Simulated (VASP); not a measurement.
A run of VASP 6.6.1 is set up as follows.

POSCAR

```
GaN
1.0
    3.3005129301      0.0000000000      0.0000000000
   -1.6502564651      2.8583280430      0.0000000000
    0.0000000000      0.0000000000      4.7062302633
Ga N
2 2
Direct
    0.3333333333      0.6666666667      0.2500000000
    0.6666666667      0.3333333333      0.7500000000
    0.6666666667      0.3333333333      0.2500000000
    0.3333333333      0.6666666667      0.7500000000
```

File INCAR.step1:

```
SYSTEM = GaN
ALGO = Normal
EDIFF = 1E-4
ENCUT = 520
GGA = PE
ISMEAR = -1
LASPH = .TRUE.
LCHARG = .FALSE.
LREAL = .FALSE.
LWAVE = .TRUE.
NBANDS = 26
NELM = 60
PREC = Accurate
SIGMA = 0.03
```

File INCAR.step2:

```
SYSTEM = GaN
ALGO = Normal
BPARAM = 11.95
CPARAM = 0.0093
EDIFF = 1E-6
ENCUT = 520
ISIF = 2
ISMEAR = -1
ISTART = 1
IVDW_NL = 2
LASPH = .TRUE.
LCHARG = .TRUE.
LELF = .TRUE.
LMIXTAU = .TRUE.
LREAL = .FALSE.
LUSE_VDW = .TRUE.
LVHAR = .TRUE.
LWAVE = .FALSE.
METAGGA = R2SCAN
NBANDS = 26
NELM = 60
PREC = Accurate
SIGMA = 0.03
```

File KPOINTS:

```
k-points
0
G
  12 12 6
  0 0 0
```

Potentials or basis: VASP PAW PBE potentials, release 64 (Ga_d, N).

Command:

```bash
$ cat potpaw_PBE.64/Ga_d/POTCAR potpaw_PBE.64/N/POTCAR > POTCAR
$ cp INCAR.step1 INCAR
$ mpirun -np 1 vasp_std > vasp.out
$ cp INCAR.step2 INCAR
$ mpirun -np 1 vasp_std > vasp.out
```

Predict the pressure.

0.9 GPa.

Predict the band gap on the k mesh.

1.91 eV, direct.

Stress tensor (GPa, compression positive):
```
1.37 0.00 0.00
0.00 1.37 0.00
0.00 0.00 0.01
```

Caveat: the PAW data sets were made with another functional, which shifts forces and pressure a little. r2SCAN opens gaps a little over a GGA but as a rule still falls short of measured ones.
